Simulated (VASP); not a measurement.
Crystal: BP.

```
B P
1.0
     3.20394    0.00000    0.00000
    -1.60197    2.77469    0.00000
     0.00000    0.00000    8.46663
B P
2 2
Direct
  0.33333 0.66667 0.25000
  0.66667 0.33333 0.75000
  0.66667 0.33333 0.25000
  0.33333 0.66667 0.75000
```

Base run:

| Property | Result |
| --- | --- |
| Program | VASP 6.6.1 |
| Functional | PBE |
| Potentials or basis | VASP PAW PBE potentials, release 64 (B, P) |
| Cutoff | 520 eV |
| k mesh | 6 × 6 × 2 |
| Occupations | gaussian, width 0.01 eV |
| Spin | no spin polarisation |

Its results: band gap on the k mesh 0.87 eV, direct; pressure 1.0 GPa.

After a change of settings the same cell gave: band gap on the k mesh 1.34 eV, direct; pressure -0.5 GPa. Which change was it?
A. functional from PBE to r2SCAN; k mesh from 6 × 6 × 2 to 12 × 12 × 4
B. functional from PBE to PBE0; further incar settings from ALGO = Normal; EDIFF = 1e-06; NBANDS = 16 to ALGO = Normal; EDIFF = 1e-07; NBANDS = 16
C. functional from PBE to HSE06
D. functional from PBE to HF

C.

HSE06 gives the wider gap, since exact exchange removes part of the self-interaction.

Caveats: this functional lacks dispersion, which binds the layers, so the pressure and a relaxed spacing across them are unreliable; the PAW data sets were made with another functional, which shifts forces and pressure a little (some runs).
